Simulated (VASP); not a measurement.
Runs of VASP 6.6.1 on ZrN. The structure is cubic, space group Fm-3m (No. 225). The conventional cell has a = 4.600 Å, b = 4.600 Å, c = 4.600 Å, α = 90.00°, β = 90.00°, γ = 90.00°. Zr (site symmetry m-3m) has 6 N at 2.30 Å within 3.0 Å. Within 3.0 Å of N (site symmetry m-3m) lie 6 Zr at 2.30 Å. 

```tsv
k mesh	gap on the mesh (eV)	pressure (GPa)
5 × 5 × 5	none	(a)
3 × 3 × 3	none	0.1
8 × 8 × 8	none	-1.8
7 × 7 × 7	none	-1.8
4 × 4 × 4	none	-1.7
10 × 10 × 10	none	-1.9
```

Alike in all rows: task single point; level r2SCAN; potentials or basis VASP PAW PBE potentials, release 64 (Zr_sv, N); no spin polarisation; cell as given; cutoff (eV) 660; smearing fermi-dirac 0.1 eV.

Question: Fill in the values left out.

Answer: (a) -2.1.

Caveats: some runs use coarse meshes; the PAW data sets were made with another functional, which shifts forces and pressure a little.

A k mesh can miss the band edges, and the runs leave out spin-orbit coupling on Zr.

A gap of «none» marks levels without a gap at the run's occupations.
